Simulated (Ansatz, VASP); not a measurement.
**One calculation of HfBe2Si2, two programs**

Contents of INCAR:

```
SYSTEM = HfBe2Si2
PREC = Accurate
ENCUT = 520
EDIFF = 1E-6
ISMEAR = 0
SIGMA = 0.1
LREAL = .FALSE.
LASPH = .TRUE.
NELM = 100
ALGO = Normal
ISIF = 2
LWAVE = .FALSE.
LCHARG = .FALSE.
GGA = PE
NBANDS = 19
```

Contents of KPOINTS:

```
regular mesh
0
G
  6 6 6
  0 0 0
```

Contents of POSCAR:

```
HfBe2Si2
1.0
   -1.7753016000      1.7753016000      4.7410400600
    1.7753016000     -1.7753016000      4.7410400600
    1.7753016000      1.7753016000     -4.7410400600
Hf Be Si
1 2 2
Direct
    0.0000000000      0.0000000000      0.0000000000
    0.3779999900      0.3779999900      0.0000000000
    0.6220000100      0.6220000100      0.0000000000
    0.7500000000      0.2500000000      0.5000000000
    0.2500000000      0.7500000000      0.5000000000
```

Input for Ansatz:

```yaml
crystal:
  lattice:
    - [-1.7753016, 1.7753016, 4.74104006]
    - [1.7753016, -1.7753016, 4.74104006]
    - [1.7753016, 1.7753016, -4.74104006]
  atoms:
    - { symbol: Hf, position: [0.0, 0.0, 0.0] }
    - { symbol: Be, position: [0.37799999, 0.37799999, 0.0] }
    - { symbol: Be, position: [0.62200001, 0.62200001, 0.0] }
    - { symbol: Si, position: [0.75, 0.25, 0.5] }
    - { symbol: Si, position: [0.25, 0.75, 0.5] }
basis:
  ecutwfc: 420
kpoints:
  mp_grid: { grid: [6, 6, 6] }
hamiltonian:
  xc: pbe
scf:
  occupations: { method: gaussian, width: 0.1 }
  lower_state_search: "off"
output:
  forces: true
  stress: true
  eigenvalues: true
```

Change from the starting cell: species swapped into the ErFe2B2 type (I4/mmm, No. 139).

Alike in both runs: task single point; functional PBE; k mesh 6 × 6 × 6; occupations gaussian, width 0.1 eV; no spin polarisation.

```csv
,VASP,Ansatz
version,VASP 6.6.1,Ansatz 0.2.0
potentials or method,"VASP PAW PBE potentials, release 64 (Hf_pv, Be, Si), cutoff 520 eV","scalar-relativistic, plane waves, PAW"
valence electrons in the cell,22,38
```

|  | VASP | Ansatz | Ansatz less VASP |
| --- | --- | --- | --- |
| gap on the k mesh at the Fermi level (eV) | none | none | - |
| pressure (GPa) | 10.7 | 11.0 | +0.22 |
| traceless stress, the component that is largest in VASP (GPa) | -7.64 | -7.56 | +0.077 |
| rms of the force components (eV/Å) | 0.896 | 0.893 | -0.0034 |

Atom by atom the forces differ by 0.003 eV/Å (rms over components). A gap of «none» marks a metal or a gap that the smearing closes. With one functional, cell and mesh, what is left measures potentials, basis and numerics. VASP's potentials hold 22 valence electrons a cell and Ansatz's 38, so a difference there can come from the potentials and not from the codes.

The k mesh is coarse, so the values compare programs but aren't converged. Neither program's run includes spin-orbit coupling.
